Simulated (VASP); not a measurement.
Crystal: TiO2.

```
Ti O
1.0
     2.95799    0.00000    0.00000
    -1.47899    2.56169    0.00000
     0.00000    0.00000    5.11790
Ti O
1 2
Direct
  0.00000 0.00000 0.00000
  0.66667 0.33333 0.81234
  0.33333 0.66667 0.18766
```

```yaml
Program: VASP 6.6.1
Task: relaxation of cell and atoms
Functional: r2SCAN
Dispersion: rVV10
Potentials_or_basis: VASP PAW PBE potentials, release 64 (Ti_sv, O)
Cutoff: 600 eV
k_mesh: 12 × 12 × 4
Occupations: fermi-dirac, width 0.03 eV
Spin: no spin polarisation
```

At the start: pressure 1.6 GPa; volume 12.93 Å³/atom.

Question: Where does the relaxation end?

Answer: Over 14 steps the energy falls by 17.5 meV/atom and the volume is 11.45 Å³/atom (-11.4 %); space group P-3m1 (No. 164, to 0.1 Å) before and after.

The path:
| step | energy change (eV) | largest force (eV/Å) | pressure (GPa) | volume (Å³) |
| --- | --- | --- | --- | --- |
| 1 | 0.0000 | 0.1500 | 1.56 | 38.78 |
| 2 | 0.0011 | 0.2107 | -3.70 | 39.49 |
| 3 | -0.0041 | 0.0232 | -0.97 | 39.11 |
| 4 | -0.0079 | 0.0968 | -0.77 | 38.90 |
| 5 | -0.0099 | 0.2498 | -0.50 | 38.62 |
| 6 | -0.0129 | 0.2451 | -0.52 | 38.40 |
| 7 | -0.0217 | 0.2355 | -0.53 | 37.75 |
| 8 | -0.0374 | 0.2344 | -0.32 | 36.44 |
| 9 | -0.0457 | 0.2712 | 1.41 | 33.83 |
| 10 | -0.0479 | 0.2829 | 0.84 | 34.60 |
| 11 | -0.0431 | 0.4122 | -3.75 | 34.53 |
| 12 | -0.0514 | 0.0092 | -0.99 | 34.57 |
| 13 | -0.0512 | 0.0163 | 1.11 | 34.10 |
| 14 | -0.0525 | 0.0031 | 0.02 | 34.34 |

Final structure:
```xyz
3
Lattice="2.9744 0.0000 0.0000 -1.4872 2.5759 0.0000 0.0000 0.0000 4.4821" Properties=species:S:1:pos:R:3 pbc="T T T"
Ti    0.0000    0.0000    0.0000
O     1.4872    0.8586    3.5247
O     0.0000    1.7173    0.9574
```

Caveat: the PAW data sets were made with another functional, which shifts forces and pressure a little.
